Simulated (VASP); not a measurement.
# NaF (Fm-3m) in VASP: further runs

The runs below take NaF through single point, with PBE0.

All numbers are computed with VASP 6.6.1; they aren't measurements. Logs are shortened: lines on timing, memory, paths and dates and some standing lists are left out, and cuts for length are marked.

**1. The cell of the first run**

It takes space group Fm-3m (No. 225, cubic). The conventional cell has a = 4.545 Å, b = 4.545 Å, c = 4.545 Å, α = 90.00°, β = 90.00°, γ = 90.00°. Within 3.0 Å of Na (site symmetry m-3m) lie 6 F at 2.27 Å. Within 3.0 Å of F (site symmetry m-3m) lie 6 Na at 2.27 Å.

**2. Single point, PBE0**

POSCAR reads:

```
NaF
1.0
    0.0000000000      2.2726397722      2.2726397722
    2.2726397722      0.0000000000      2.2726397722
    2.2726397722      2.2726397722      0.0000000000
Na F
1 1
Direct
    0.0000000000      0.0000000000      0.0000000000
    0.5000000000      0.5000000000      0.5000000000
```

INCAR.step1 reads:

```
SYSTEM = NaF
ALGO = Normal
EDIFF = 1E-5
ENCUT = 520
GGA = PE
ISIF = 2
ISMEAR = -1
LASPH = .TRUE.
LREAL = .FALSE.
LWAVE = .TRUE.
NBANDS = 14
NELM = 100
PREC = Accurate
SIGMA = 0.05
```

INCAR.step2 reads:

```
SYSTEM = NaF
AEXX = 0.25
ALGO = Normal
EDIFF = 1E-6
ENCUT = 520
GGA = PE
ISIF = 2
ISMEAR = -1
ISTART = 1
LASPH = .TRUE.
LCHARG = .TRUE.
LELF = .TRUE.
LHFCALC = .TRUE.
LREAL = .FALSE.
LVHAR = .TRUE.
LWAVE = .FALSE.
NBANDS = 14
NELM = 100
PREC = Accurate
PRECFOCK = Normal
SIGMA = 0.05
```

KPOINTS reads:

```
k-points
0
G
  6 6 6
  0 0 0
```

Potentials or basis: VASP PAW PBE potentials, release 64 (Na_pv, F).

Run with:

```console
$ cat potpaw_PBE.64/Na_pv/POTCAR potpaw_PBE.64/F/POTCAR > POTCAR
$ cp INCAR.step1 INCAR
$ mpirun -np 1 vasp_std > vasp.out
$ cp INCAR.step2 INCAR
$ mpirun -np 1 vasp_std > vasp.out
```

OUTCAR:

```text
SYSTEM = NaF
   AEXX = 0.25
   EDIFF = 1E-6
   ENCUT = 520
   GGA = PE
   ISIF = 2
   ISMEAR = -1
   ISTART = 1
   LASPH = .TRUE.
   LHFCALC = .TRUE.
   LREAL = .FALSE.
   NELM = 100
   PREC = Accurate
   PRECFOCK = Normal

 ion  position               nearest neighbor table
   1  0.000  0.000  0.000-   2 2.27   2 2.27   2 2.27   2 2.27   2 2.27   2 2.27
   2  0.500  0.500  0.500-   1 2.27   1 2.27   1 2.27   1 2.27   1 2.27   1 2.27

  LATTYP: Found a face centered cubic cell.
 ALAT       =     4.5452795444

  Lattice vectors:

 A1 = (   0.0000000000,   2.2726397722,   2.2726397722)
 A2 = (   2.2726397722,   0.0000000000,   2.2726397722)
 A3 = (   2.2726397722,   2.2726397722,   0.0000000000)

Analysis of symmetry for initial positions (statically):
=====================================================================
 Subroutine PRICEL returns:
 Original cell was already a primitive cell.

 Routine SETGRP: Setting up the symmetry group for a
 face centered cubic supercell.

 Subroutine GETGRP returns: Found 48 space group operations
 (whereof 48 operations were pure point group operations)
 out of a pool of 48 trial point group operations.

The static configuration has the point symmetry O_h .

Analysis of symmetry for dynamics (positions and initial velocities):
=====================================================================
 Subroutine PRICEL returns:
 Original cell was already a primitive cell.

 Routine SETGRP: Setting up the symmetry group for a
 face centered cubic supercell.

 Subroutine GETGRP returns: Found 48 space group operations
 (whereof 48 operations were pure point group operations)
 out of a pool of 48 trial point group operations.

The dynamic configuration has the point symmetry O_h .

 Subroutine INISYM returns: Found 48 space group operations
 (whereof 48 operations are pure point group operations),
 and found     1 'primitive' translations

----------------------------------------------------------------------------------------

                                     Primitive cell

  volume of cell :      23.4759

  direct lattice vectors                    reciprocal lattice vectors
     0.000000000  2.272639772  2.272639772    -0.220008470  0.220008470  0.220008470
     2.272639772  0.000000000  2.272639772     0.220008470 -0.220008470  0.220008470
     2.272639772  2.272639772  0.000000000     0.220008470  0.220008470 -0.220008470
[... 91 lines left out ...]
   EFERMI_NEDOS =   21; number of points for ismear=-14 and -15
   IALGO  =     38    algorithm
   IMIX   =      1    mixing-type and parameters
     AMIX     =   0.40;   BMIX     =  1.00
     AMIX_MAG =   1.60;   BMIX_MAG =  1.00
  volume/ion in A,a.u.               =      11.74        79.21
  Fermi-wavevector in a.u.,A,eV,Ry     =   1.377982  2.604009 25.835214  1.898835
  Thomas-Fermi vector in A             =   2.503085
   LORBIT       =      0    0 simple, 1 ext, 2 COOP (PROOUT), +10 PAW based schemes
   GGA     = PE    functional components
   LHFCALC =     T    Hartree Fock is set to
   PRECFOCK=normal    Normal, Fast or Accurate (Low or Medium for compatibility)
   ENCUT4O =  -1.0   cutoff for four orbital integrals eV
   NKREDX  =     1    reduce k-point grid by
   NKREDY  =     1    reduce k-point grid by
   NKREDZ  =     1    reduce k-point grid by
   AEXX    =    0.2500 exact exchange contribution
   HFSCREEN=    0.0000 screening length (either q_TF or 0.3 A-1)
   HFSCREENC=   0.0000 screening length for correlation (either q_TF or 0.3 A-1)
   ENCUTFOCK=  -1.0 apply spherical cutoff to Coloumb kernel
   IVDW    =     0    specifies the selected vdW correction
   LEPSILON=     F    determine dielectric tensor
   LRPA    =     F    only Hartree local field effects (RPA)
 non-spin polarized calculation
  energy-cutoff  :      520.00
  volume of cell :       23.48
 maximum number of plane-waves:       641
  NGX = 18; NGY = 18; NGZ = 18

 number of electron      14.0000005 magnetization

 Free energy of the ion-electron system (eV)
  ---------------------------------------------------
  ext. energy  EPLUGINS =         0.00000000
  ---------------------------------------------------
  free energy    TOTEN  =       -10.82336481 eV

  energy without entropy =      -10.82336481  energy(sigma->0) =      -10.82336481

 E-fermi :  -2.8544     XC(G=0):  -7.3445

 val. band max:       -3.9374486726   @ k =   0.0000   0.0000   0.0000
 cond. band min:       5.6428793234   @ k =   0.0000   0.0000   0.0000
 fundamental gap:      9.5803279960
 Fermi energy:        -2.8544366113

 k-point     1 :       0.0000    0.0000    0.0000
  band No.  band energies     occupation
      1     -24.7760      2.00000
      2     -24.1226      2.00000
      3     -24.1226      2.00000
      4     -24.1226      2.00000
      5      -3.9375      2.00000
      6      -3.9374      2.00000
      7      -3.9374      2.00000
      8       5.6429      0.00000
      9      18.6689      0.00000
     10      18.6689      0.00000
     11      18.6689      0.00000
     12      21.3623      0.00000
     13      24.1221      0.00000
     14      24.1221      0.00000
[... 241 lines left out ...]
      1     -24.8060      2.00000
      2     -24.2603      2.00000
      3     -24.2096      2.00000
      4     -23.8190      2.00000
      5      -5.1534      2.00000
      6      -4.6729      2.00000
      7      -4.5457      2.00000
      8      12.6856      0.00000
      9      12.8466      0.00000
     10      14.5306      0.00000
     11      17.8722      0.00000
     12      21.6696      0.00000
     13      26.3284      0.00000
     14      26.6311      0.00000

------------------------ aborting loop because EDIFF is reached ----------------------------------------

  FORCE on cell =-STRESS in cart. coord.  units (eV):
  Direction    XX          YY          ZZ          XY          YZ          ZX
  --------------------------------------------------------------------------------------
  -------------------------------------------------------------------------------------
  Total        0.5198443      0.5198443      0.5198443     -0.0000000      0.0000000     -0.0000000
  in kB       35.4782416     35.4782416     35.4782416     -0.0000000      0.0000000     -0.0000000
  external PRESSURE =      35.4782416 kB  Pullay stress =       0.0000000 kB

 VOLUME and BASIS-vectors are now :
 -----------------------------------------------------------------------------
  energy-cutoff  :      520.00
  volume of cell :       23.48
      direct lattice vectors                 reciprocal lattice vectors
     0.000000000  2.272639772  2.272639772    -0.220008470  0.220008470  0.220008470
     2.272639772  0.000000000  2.272639772     0.220008470 -0.220008470  0.220008470
     2.272639772  2.272639772  0.000000000     0.220008470  0.220008470 -0.220008470

 POSITION                                       TOTAL-FORCE (eV/Angst)
 -----------------------------------------------------------------------------------
      0.00000      0.00000      0.00000         0.000000     -0.000000      0.000000
      2.27264      2.27264      2.27264        -0.000000      0.000000     -0.000000
 -----------------------------------------------------------------------------------
    total drift:                                0.000000      0.000000      0.000000

  FREE ENERGIE OF THE ION-ELECTRON SYSTEM (eV)
  ---------------------------------------------------
  free  energy   TOTEN  =       -10.8233648063 eV

  energy  without entropy=      -10.8233648062  energy(sigma->0) =      -10.82336481
```

OUTCAR.step1:

```text
SYSTEM = NaF
   EDIFF = 1E-5
   ENCUT = 520
   GGA = PE
   ISIF = 2
   ISMEAR = -1
   LASPH = .TRUE.
[... 481 lines left out ...]
      0.00000      0.00000      0.00000        -0.000000      0.000000     -0.000000
      2.27264      2.27264      2.27264         0.000000     -0.000000      0.000000
 -----------------------------------------------------------------------------------
    total drift:                                0.000000     -0.000000      0.000000

  FREE ENERGIE OF THE ION-ELECTRON SYSTEM (eV)
  ---------------------------------------------------
  free  energy   TOTEN  =        -8.5264371939 eV

  energy  without entropy=       -8.5264371939  energy(sigma->0) =       -8.52643719
```

OSZICAR.step1:

```text
N       E                     dE             d eps       ncg     rms          rms(c)
DAV:   1     0.110650851116E+03    0.11065E+03   -0.77165E+03   462   0.129E+03
DAV:   2    -0.370918074113E+01   -0.11436E+03   -0.10647E+03   478   0.342E+02
DAV:   3    -0.937034687712E+01   -0.56612E+01   -0.56508E+01   544   0.708E+01
DAV:   4    -0.941580283755E+01   -0.45456E-01   -0.45453E-01   514   0.659E+00
DAV:   5    -0.941628658031E+01   -0.48374E-03   -0.48374E-03   538   0.678E-01    0.543E+00
DAV:   6    -0.853333633387E+01    0.88295E+00   -0.29973E+00   554   0.152E+01    0.177E+00
DAV:   7    -0.852461242515E+01    0.87239E-02   -0.29948E-02   448   0.205E+00    0.105E+00
DAV:   8    -0.852598634108E+01   -0.13739E-02   -0.26672E-02   478   0.308E+00    0.145E-01
DAV:   9    -0.852650163993E+01   -0.51530E-03   -0.37907E-03   570   0.598E-01    0.107E-01
DAV:  10    -0.852643419994E+01    0.67440E-04   -0.64876E-04   478   0.322E-01    0.165E-02
DAV:  11    -0.852643719394E+01   -0.29940E-05   -0.21882E-05   502   0.525E-02
   1 F= -.85264372E+01 E0= -.85264372E+01  d E =-.623346E-11
```

It took 9.2 min on 1 thread of AMD EPYC 7R13 (Zen 3), shared host; peak memory 0.11 GiB.

What came out:

```yaml
Free_energy: -10.8234 eV
Pressure: 3.5 GPa
Band_gap_on_the_k_mesh: 9.58 eV
```

Levels at points of the mesh, in eV from the valence-band top:
| k point | band 5 | band 6 | band 7 | band 8 | band 9 | band 10 |
| --- | --- | --- | --- | --- | --- | --- |
| (0.00, 0.00, 0.00) | 0.00 | 0.00 | 0.00 | 9.58 | 22.61 | 22.61 |
| (0.50, 0.00, 0.00) | -1.77 | -0.30 | -0.30 | 14.17 | 16.17 | 24.03 |
| (0.50, 0.50, 0.00) | -1.43 | -0.47 | -0.47 | 16.49 | 16.83 | 17.40 |

Caveat: the cell stands under pressure; the PAW data sets were made with another functional, which shifts forces and pressure a little.

**3. Single point, PBE0**

This run uses another cell than the first one, of 11.99 Å³/atom.

POSCAR reads:

```
NaF
1.0
    0.0000000000      2.2886448050      2.2886448050
    2.2886448050      0.0000000000      2.2886448050
    2.2886448050      2.2886448050      0.0000000000
Na F
1 1
Direct
    0.0000000000      0.0000000000      0.0000000000
    0.5000000000      0.5000000000      0.5000000000
```

INCAR.step1 reads:

```
SYSTEM = NaF
  PREC = Accurate
  ENCUT = 520
  EDIFF = 1E-5
  ISMEAR = -1
  SIGMA = 0.05
  LREAL = .False.
  LASPH = .True.
  NELM = 100
  ALGO = Normal
  ISIF = 2
  LWAVE = .True.
  LCHARG = .False.
  GGA = PE
  NBANDS = 14
```

INCAR.step2 reads:

```
SYSTEM = NaF
  PREC = Accurate
  ENCUT = 520
  EDIFF = 1E-6
  ISMEAR = -1
  SIGMA = 0.05
  LREAL = .False.
  LASPH = .True.
  NELM = 100
  ALGO = Normal
  ISIF = 2
  LWAVE = .False.
  LCHARG = .False.
  GGA = PE
  LHFCALC = .True.
  AEXX = 0.25
  PRECFOCK = Normal
  ISTART = 1
  NBANDS = 14
```

KPOINTS reads:

```
regular mesh
0
Gamma
  6 6 6
  0 0 0
```

Potentials or basis: VASP PAW PBE potentials, release 64 (Na_pv, F).

Run with:

```console
$ cat potpaw_PBE.64/Na_pv/POTCAR potpaw_PBE.64/F/POTCAR > POTCAR
$ cp INCAR.step1 INCAR
$ mpirun -np 1 vasp_std > vasp.out
$ cp INCAR.step2 INCAR
$ mpirun -np 1 vasp_std > vasp.out
```

It took 11 min on 1 thread of AMD EPYC 7R13 (Zen 3), shared host; peak memory 0.12 GiB.

Results (log left out):

```
Free energy            : -10.8330 eV
Pressure               : 2.2 GPa
Band gap on the k mesh : 9.45 eV
```

Levels at points of the mesh, in eV from the valence-band top:
```tsv
k point	band 3	band 4	band 5	band 6	band 7	band 8	band 9	band 10	band 11	band 12
(0.00, 0.00, 0.00)	-20.25	-20.25	0.00	0.00	0.00	9.45	22.44	22.44	22.44	25.09
(0.50, 0.00, 0.00)	-20.26	-19.52	-1.72	-0.29	-0.29	14.02	15.97	23.78	23.78	26.83
(0.50, 0.50, 0.00)	-20.31	-20.31	-1.40	-0.45	-0.45	16.40	16.63	17.17	23.69	23.69
```

Caveat: the PAW data sets were made with another functional, which shifts forces and pressure a little.
